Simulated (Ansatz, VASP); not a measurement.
## ZrS: VASP beside Ansatz

The input INCAR:

```
SYSTEM = ZrS
PREC = Accurate
ENCUT = 600
EDIFF = 1E-6
ISMEAR = -1
SIGMA = 0.15
LREAL = .False.
LASPH = .True.
NELM = 80
ALGO = Normal
ISIF = 3
LWAVE = .False.
LCHARG = .False.
IBRION = 2
NSW = 80
EDIFFG = -0.001
```

The input KPOINTS:

```
Automatic mesh
0
Gamma
  14 14 14
  0 0 0
```

Contents of POSCAR:

```
ZrS
1.0
    0.0000000000      2.5667624755      2.5667624755
    2.5667624755      0.0000000000      2.5667624755
    2.5667624755      2.5667624755      0.0000000000
Zr S
1 1
Direct
    0.0000000000      0.0000000000      0.0000000000
    0.5000000000      0.5000000000      0.5000000000
```

Input for Ansatz:

```yaml
crystal:
  lattice:
    - [0.0, 2.5667624774, 2.5667624774]
    - [2.5667624774, 0.0, 2.5667624774]
    - [2.5667624774, 2.5667624774, 0.0]
  atoms:
    - { symbol: Zr, position: [0.0, 0.0, 0.0] }
    - { symbol: S, position: [0.5, 0.5, 0.5] }
basis:
  ecutwfc: 420
kpoints:
  mp_grid: { grid: [14, 14, 14] }
hamiltonian:
  xc: lda
scf:
  occupations: { method: fermi_dirac, width: 0.15 }
output:
  forces: true
  stress: true
  eigenvalues: true
relax:
  adjacent_minimum: "off"
  f_tol: 0.001
  max_steps: 60
  cell: { stress_tol: 0.01 }
```

Alike in both runs: task relaxation of cell and atoms; functional LDA; k mesh 14 × 14 × 14; occupations fermi-dirac, width 0.15 eV; no spin polarisation.

```csv
,VASP,Ansatz
version,VASP 6.6.1,Ansatz 0.2.0
potentials or method,"VASP PAW LDA potentials, release 64 (Zr_sv, S), cutoff 600 eV","scalar-relativistic, plane waves, PAW"
valence electrons in the cell,18,18
```

VASP gave:

- gap on the k mesh at the Fermi level, each at its own relaxed structure (eV): none
- relaxed volume (Å³/atom): 16.97
- relaxed cell length with the largest relative difference (Å): 3.634

Problem. Estimate Ansatz's values.

Solution. gap on the k mesh at the Fermi level, each at its own relaxed structure (eV): none; relaxed volume (Å³/atom): 16.94; relaxed cell length with the largest relative difference (Å): 3.632.

LDA's correlation is that of Perdew and Zunger in VASP and of Perdew and Wang (1992) in Ansatz. A gap of «none» marks a metal or a gap that the smearing closes.

Noted on VASP's run: too few bands were computed for a metal, which touches its energy and stress.
